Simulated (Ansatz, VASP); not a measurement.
**One calculation of Pt, two programs**

The input INCAR:

```
ALGO     = Fast           # electronic algorithm
EDIFF    = 1E-6           # SCF threshold, eV
ENCUT    = 520            # plane-wave cutoff, eV
GGA      = PS             # functional
ISIF     = 2              # what is computed and relaxed
ISMEAR   = 0              # smearing method
LASPH    = T              # aspherical terms in the spheres
LCHARG   = T              # write CHGCAR
LELF     = T              # ELF
LREAL    = F              # projectors in reciprocal space
LVHAR    = T            
LWAVE    = F              # write WAVECAR
NBANDS   = 11             # bands
NELM     = 60             # most SCF steps
PREC     = Accurate       # precision mode
SIGMA    = 0.15           # smearing width, eV
```

KPOINTS

```
k-points
0
Gamma
  24 24 24
```

File POSCAR:

```
Pt
1.0
   -1.5029199059      1.5852716816      1.5852716816
    1.5852716816     -1.5029199059      1.5852716816
    1.5852716816      1.5852716816     -1.5029199059
Pt
1
Direct
    0.0000000000      0.0000000000      0.0000000000
```

Input for Ansatz:

```yaml
crystal:
  lattice:
    - [-1.5029199059, 1.5852716816, 1.5852716816]
    - [1.5852716816, -1.5029199059, 1.5852716816]
    - [1.5852716816, 1.5852716816, -1.5029199059]
  atoms:
    - { symbol: Pt, position: [0.0, 0.0, 0.0] }
basis:
  ecutwfc: 420
kpoints:
  mp_grid: { grid: [24, 24, 24] }
hamiltonian:
  xc: pbesol
scf:
  occupations: { method: gaussian, width: 0.15 }
output:
  forces: true
  stress: true
  eigenvalues: true
```

Alike in both runs: task single point; functional PBEsol; k mesh 24 × 24 × 24; occupations gaussian, width 0.15 eV; no spin polarisation.

|  | VASP | Ansatz |
| --- | --- | --- |
| version | VASP 6.6.1 | Ansatz 0.2.0 |
| potentials or method | VASP PAW PBE potentials, release 64 (Pt), cutoff 520 eV | scalar-relativistic, plane waves, PAW |
| valence electrons in the cell | 10 | 18 |

Ansatz gave:

| Item | Value |
| --- | --- |
| gap on the k mesh at the Fermi level (eV) | none |
| pressure (GPa) | -9.0 |
| traceless stress, the component that is largest in VASP (GPa) | -5.18 |

**Question.** What did VASP give for the same quantities?

**Answer.** gap on the k mesh at the Fermi level (eV): none; pressure (GPa): -9.4; traceless stress, the component that is largest in VASP (GPa): -5.15.

VASP's potentials were made for PBE, not for PBEsol. A gap of «none» marks a metal or a gap that the smearing closes. With one functional, cell and mesh, what is left measures potentials, basis and numerics. VASP's potentials hold 10 valence electrons a cell and Ansatz's 18, so a difference there can come from the potentials and not from the codes.

Spin-orbit coupling is off throughout.
